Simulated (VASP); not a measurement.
# SrMg2Bi2 (P-3m1) in VASP: further runs

Runs on SrMg2Bi2. Level: LDA. Tasks: single point.

All numbers are computed with VASP 6.6.1; they aren't measurements. Logs are shortened: lines on timing, memory, paths and dates and some standing lists are left out, and cuts for length are marked.

## 1. The cell of the first run

Symmetry: P-3m1, No. 164, trigonal system. Conventional cell: a = 4.545 Å, b = 4.545 Å, c = 9.015 Å, α = 90.00°, β = 90.00°, γ = 120.00°. Sr (site symmetry -3m) has 6 Bi at 3.48 Å and 6 Mg at 4.28 Å and 6 Sr at 4.54 Å within 4.6 Å. Mg (site symmetry 3m) has 4 Bi at 2.84 to 3.35 Å and 3 Mg at 3.46 Å within 3.7 Å. Within 3.7 Å of Bi (site symmetry 3m) lie 4 Mg at 2.84 to 3.35 Å and 3 Sr at 3.48 Å.

## 2. Single point, LDA

Contents of INCAR:

```
SYSTEM = SrMg2Bi2
PREC = Accurate
ENCUT = 520
EDIFF = 1E-7
ISMEAR = 0
SIGMA = 0.03
LREAL = .False.
LASPH = .True.
NELM = 100
ALGO = Normal
ISIF = 2
LWAVE = .False.
LCHARG = .False.
GGA = CA
NBANDS = 30
```

Contents of KPOINTS:

```
Automatic mesh
0
Gamma
  9 9 6
  0 0 0
```

Contents of POSCAR:

```
SrMg2Bi2
1.0
    4.5449342151      0.0000000000      0.0000000000
   -2.2724671075      3.9360284888      0.0000000000
    0.0000000000      0.0000000000      9.0146224138
Sr Mg Bi
1 2 2
Direct
    0.0000000000      0.0000000000      0.0000000000
    0.6666666667      0.3333333333      0.3750441600
    0.3333333333      0.6666666667      0.6249558400
    0.6666666667      0.3333333333      0.7467348600
    0.3333333333      0.6666666667      0.2532651400
```

Potentials or basis: VASP PAW LDA potentials, release 64 (Sr_sv, Mg, Bi_d).

Started as:

```bash
cat potpaw_LDA.64/Sr_sv/POTCAR potpaw_LDA.64/Mg/POTCAR potpaw_LDA.64/Bi_d/POTCAR > POTCAR
mpirun -np 1 vasp_std > vasp.out
```

OUTCAR:

```text
SYSTEM = SrMg2Bi2
   PREC = Accurate
   ENCUT = 520
   EDIFF = 1E-7
   ISMEAR = 0
   LREAL = .False.
   LASPH = .True.
   NELM = 100
   ISIF = 2
   GGA = CA

 ion  position               nearest neighbor table
   1  0.000  0.000  0.000-   4 3.48   5 3.48   5 3.48   4 3.48   4 3.48   5 3.48   2 4.28   3 4.28
                             3 4.28   2 4.28   3 4.28   2 4.28
   2  0.667  0.333  0.375-   5 2.84   5 2.84   5 2.84   4 3.35   3 3.46   3 3.46   3 3.46   1 4.28
                             1 4.28   1 4.28
   3  0.333  0.667  0.625-   4 2.84   4 2.84   4 2.84   5 3.35   2 3.46   2 3.46   2 3.46   1 4.28
                             1 4.28   1 4.28
   4  0.667  0.333  0.747-   3 2.84   3 2.84   3 2.84   2 3.35   1 3.48   1 3.48   1 3.48
   5  0.333  0.667  0.253-   2 2.84   2 2.84   2 2.84   3 3.35   1 3.48   1 3.48   1 3.48

  LATTYP: Found a hexagonal cell.
 ALAT       =     4.5449342151
 C/A-ratio  =     1.9834439812

  Lattice vectors:

 A1 = (   4.5449342151,   0.0000000000,   0.0000000000)
 A2 = (  -2.2724671075,   3.9360284888,   0.0000000000)
 A3 = (   0.0000000000,   0.0000000000,   9.0146224138)

Analysis of symmetry for initial positions (statically):
=====================================================================
 Subroutine PRICEL returns:
 Original cell was already a primitive cell.

 Routine SETGRP: Setting up the symmetry group for a
 hexagonal supercell.

 Subroutine GETGRP returns: Found 12 space group operations
 (whereof 12 operations were pure point group operations)
 out of a pool of 24 trial point group operations.

The static configuration has the point symmetry D_3d.

Analysis of symmetry for dynamics (positions and initial velocities):
=====================================================================
 Subroutine PRICEL returns:
 Original cell was already a primitive cell.

 Routine SETGRP: Setting up the symmetry group for a
 hexagonal supercell.

 Subroutine GETGRP returns: Found 12 space group operations
 (whereof 12 operations were pure point group operations)
 out of a pool of 24 trial point group operations.

The dynamic configuration has the point symmetry D_3d.

 Subroutine INISYM returns: Found 12 space group operations
 (whereof 12 operations are pure point group operations),
 and found     1 'primitive' translations

----------------------------------------------------------------------------------------

                                     Primitive cell

  volume of cell :     161.2625

  direct lattice vectors                    reciprocal lattice vectors
     4.544934215  0.000000000  0.000000000     0.220025187  0.127031601  0.000000000
    -2.272467107  3.936028489  0.000000000     0.000000000  0.254063202  0.000000000
     0.000000000  0.000000000  9.014622414     0.000000000  0.000000000  0.110930880

  length of vectors
     4.544934215  4.544934215  9.014622414     0.254063202  0.254063202  0.110930880

  position of ions in fractional coordinates (direct lattice)
     0.000000000  0.000000000  0.000000000
     0.666666667  0.333333333  0.375044160
     0.333333333  0.666666667  0.624955840
     0.666666667  0.333333333  0.746734860
     0.333333333  0.666666667  0.253265140

  ion indices of the primitive-cell ions
   primitive index   ion index
                 1           1
                 2           2
                 3           3
                 4           4
                 5           5

----------------------------------------------------------------------------------------

 KPOINTS: Automatic mesh

Automatic generation of k-mesh.
 Grid dimensions read from file:
 generate k-points for:    9    9    6

 Generating k-lattice:

  Cartesian coordinates                     Fractional coordinates (reciprocal lattice)
     0.024447243  0.014114622  0.000000000     0.111111111  0.000000000  0.000000000
     0.000000000  0.028229245  0.000000000     0.000000000  0.111111111  0.000000000
     0.000000000  0.000000000  0.018488480     0.000000000  0.000000000  0.166666667

  Length of vectors
     0.028229245  0.028229245  0.018488480

  Shift w.r.t. Gamma in fractional coordinates (k-lattice)
     0.000000000  0.000000000  0.000000000

 Subroutine IBZKPT returns following result:
 ===========================================

 Found     62 irreducible k-points:

 Following reciprocal coordinates:
            Coordinates               Weight
  0.000000  0.000000  0.000000      1.000000
  0.111111 -0.000000  0.000000      6.000000
  0.222222 -0.000000  0.000000      6.000000
  0.333333 -0.000000  0.000000      6.000000
  0.444444 -0.000000  0.000000      6.000000
  0.111111  0.111111  0.000000      6.000000
[... 16 lines left out ...]
  0.222222  0.111111  0.166667     12.000000
 -0.111111  0.333333  0.166667     12.000000
 [... further k-points ...]
   k-points           NKPTS =     62   k-points in BZ     NKDIM =     62   number of bands    NBANDS=     30
   number of dos      NEDOS =    301   number of ions     NIONS =      5
   total plane-waves  NPLWV =  90720
   dimension x,y,z NGX =    36 NGY =   36 NGZ =   70
   dimension x,y,z NGXF=    72 NGYF=   72 NGZF=  140
   ions per type =               1   2   2
   NGX,Y,Z   is equivalent  to a cutoff of  13.17, 13.17, 12.91 a.u.
   NGXF,Y,Z  is equivalent  to a cutoff of  26.34, 26.34, 25.82 a.u.
 SYSTEM =  SrMg2Bi2
   PREC   = accura    normal or accurate (medium, high low for compatibility)
   ISTART =      0    job   : 0-new  1-cont  2-samecut
   ICHARG =      2    charge: 1-file 2-atom 10-const
   ISPIN  =      1    spin polarized calculation?
   LNONCOLLINEAR =      F non collinear calculations
   LSORBIT =      F    spin-orbit coupling
   LASPH  =      T    aspherical Exc in radial PAW
   ENCUT  =  520.0 eV  38.22 Ry    6.18 a.u.   8.45  8.45 16.76*2*pi/ulx,y,z
   NELM   =    100;   NELMIN=  2; NELMDL= -5     # of ELM steps
   EDIFF  = 0.1E-06   stopping-criterion for ELM
   LREAL  =      F    real-space projection
   EDIFFG = 0.1E-05   stopping-criterion for IOM
   NSW    =      0    number of steps for IOM
   IBRION =     -1    ionic relax: 0-MD 1-quasi-New 2-CG
   NFREE  =      0    steps in history (QN), initial steepest desc. (CG)
   ISIF   =      2    stress and relaxation
   ISYM   =      2    0-nonsym 1-usesym 2-fastsym
   POTIM  = 0.5000    time-step for ionic-motion
   TEBEG  =    0.0;   TEEND  =   0.0 temperature during run
   PSTRESS=    0.0 pullay stress
   NELECT =      44.0000    total number of electrons
   NUPDOWN=      -1.0000    fix difference up-down
   EMIN   =  10.00;   EMAX   =-10.00  energy-range for DOS
   EFERMI =   0.00;   METHOD = LEGACY
   ISMEAR =     0;   SIGMA  =   0.03  broadening in eV -4-tet -1-fermi 0-gaus
   EFERMI_NEDOS =   21; number of points for ismear=-14 and -15
   IALGO  =     38    algorithm
   IMIX   =      4    mixing-type and parameters
     AMIX     =   0.40;   BMIX     =  1.00
     AMIX_MAG =   1.60;   BMIX_MAG =  1.00
  volume/ion in A,a.u.               =      32.25       217.65
  Fermi-wavevector in a.u.,A,eV,Ry     =   1.061813  2.006535 15.339838  1.127446
  Thomas-Fermi vector in A             =   2.197242
   LORBIT       =      0    0 simple, 1 ext, 2 COOP (PROOUT), +10 PAW based schemes
   GGA     = CA    functional components
   LHFCALC =     F    Hartree Fock is set to
   AEXX    =    0.0000 exact exchange contribution
   IVDW    =     0    specifies the selected vdW correction
   LEPSILON=     F    determine dielectric tensor
   LRPA    =     F    only Hartree local field effects (RPA)
 non-spin polarized calculation
 Gauss-broadening in eV      SIGMA  =   0.03
  energy-cutoff  :      520.00
  volume of cell :      161.26
 maximum number of plane-waves:      4390
 NGX is ok and might be reduce to    36
   NGX = 17   NGY = 17   NGZ = 33

 number of electron      43.9999996 magnetization

 Free energy of the ion-electron system (eV)
  ---------------------------------------------------
  ext. energy  EPLUGINS =         0.00000000
  ---------------------------------------------------
  free energy    TOTEN  =       -17.44268215 eV

  energy without entropy =      -17.44261027  energy(sigma->0) =      -17.44264621

 E-fermi :   3.9723     XC(G=0):  -8.9032

 val. band max:        3.9721117038   @ k =   0.0000   0.0000   0.0000
 cond. band min:       4.0805531992   @ k =   0.1111  -0.0000   0.0000
 fundamental gap:      0.1084414953
 Fermi energy:         3.9723264332

 k-point     1 :       0.0000    0.0000    0.0000
  band No.  band energies     occupation
      1     -32.1903      2.00000
      2     -18.1820      2.00000
      3     -18.1820      2.00000
      4     -18.1811      2.00000
      5     -18.1811      2.00000
      6     -18.1786      2.00000
[... 22 lines left out ...]
     29       6.8891      0.00000
     30       8.1095      0.00000

 k-point     2 :       0.1111   -0.0000    0.0000
  band No.  band energies     occupation
      1     -32.1898      2.00000
      2     -18.1827      2.00000
      3     -18.1822      2.00000
      4     -18.1814      2.00000
      5     -18.1807      2.00000
      6     -18.1779      2.00000
[... 22 lines left out ...]
     29       7.1760      0.00000
     30       7.7801      0.00000

 k-point     3 :       0.2222   -0.0000    0.0000
  band No.  band energies     occupation
      1     -32.1886      2.00000
      2     -18.1846      2.00000
      3     -18.1826      2.00000
      4     -18.1823      2.00000
      5     -18.1799      2.00000
      6     -18.1762      2.00000
[... 22 lines left out ...]
     29       7.6427      0.00000
     30       7.8777      0.00000

 k-point     4 :       0.3333   -0.0000    0.0000
  band No.  band energies     occupation
      1     -32.1871      2.00000
      2     -18.1866      2.00000
      3     -18.1833      2.00000
      4     -18.1829      2.00000
      5     -18.1793      2.00000
      6     -18.1743      2.00000
[... 616 lines left out ...]
     29       7.5316      0.00000
     30       7.8322      0.00000

 k-point    23 :       0.2222    0.1111    0.1667
  band No.  band energies     occupation
      1     -32.1876      2.00000
      2     -18.1860      2.00000
      3     -18.1828      2.00000
      4     -18.1823      2.00000
      5     -18.1802      2.00000
      6     -18.1747      2.00000
[... 22 lines left out ...]
     29       7.6684      0.00000
     30       8.0122      0.00000

 k-point    24 :      -0.1111    0.3333    0.1667
  band No.  band energies     occupation
      1     -32.1876      2.00000
      2     -18.1856      2.00000
      3     -18.1830      2.00000
      4     -18.1819      2.00000
      5     -18.1807      2.00000
      6     -18.1748      2.00000
[... 22 lines left out ...]
     29       7.9232      0.00000
     30       8.3869      0.00000

 [... further k-points ...]

------------------------ aborting loop because EDIFF is reached ----------------------------------------

  FORCE on cell =-STRESS in cart. coord.  units (eV):
  Direction    XX          YY          ZZ          XY          YZ          ZX
  --------------------------------------------------------------------------------------
  -------------------------------------------------------------------------------------
  Total        1.5232403      1.5232403     -7.4512022      0.0000000     -0.0000000     -0.0000000
  in kB       15.1337176     15.1337176    -74.0292856      0.0000000     -0.0000000     -0.0000000
  external PRESSURE =     -14.5872834 kB  Pullay stress =       0.0000000 kB

 VOLUME and BASIS-vectors are now :
 -----------------------------------------------------------------------------
  energy-cutoff  :      520.00
  volume of cell :      161.26
      direct lattice vectors                 reciprocal lattice vectors
     4.544934215  0.000000000  0.000000000     0.220025187  0.127031601  0.000000000
    -2.272467107  3.936028489  0.000000000     0.000000000  0.254063202  0.000000000
     0.000000000  0.000000000  9.014622414     0.000000000  0.000000000  0.110930880

 POSITION                                       TOTAL-FORCE (eV/Angst)
 -----------------------------------------------------------------------------------
      0.00000      0.00000      0.00000         0.000000      0.000000      0.000000
      2.27247      1.31201      3.38088         0.000000      0.000000      0.037013
     -0.00000      2.62402      5.63374         0.000000     -0.000000     -0.037013
      2.27247      1.31201      6.73153         0.000000      0.000000     -0.193678
     -0.00000      2.62402      2.28309        -0.000000      0.000000      0.193678
 -----------------------------------------------------------------------------------
    total drift:                                0.000000     -0.000000      0.000000

  FREE ENERGIE OF THE ION-ELECTRON SYSTEM (eV)
  ---------------------------------------------------
  free  energy   TOTEN  =       -17.4426821530 eV

  energy  without entropy=      -17.4426102696  energy(sigma->0) =      -17.44264621
```

Run time: 4.7 min. Hardware: 1 thread of Intel Xeon Platinum 8488C (Sapphire Rapids), shared host; peak memory 0.44 GiB.

What came out:

```
Free energy            : -17.4427 eV
Pressure               : -1.5 GPa
Largest force          : 0.194 eV/Å
Band gap on the k mesh : zero (filled and empty bands touch)
```

Forces on the atoms (eV/Å):
```
Sr   0.000  0.000  0.000
Mg   0.000  0.000  0.037
Mg   0.000  0.000 -0.037
Bi   0.000  0.000 -0.194
Bi   0.000  0.000  0.194
```

Caveat: spin-orbit coupling is left out, which moves the levels of the heavy elements.

(Continued in part 2 of 2.)
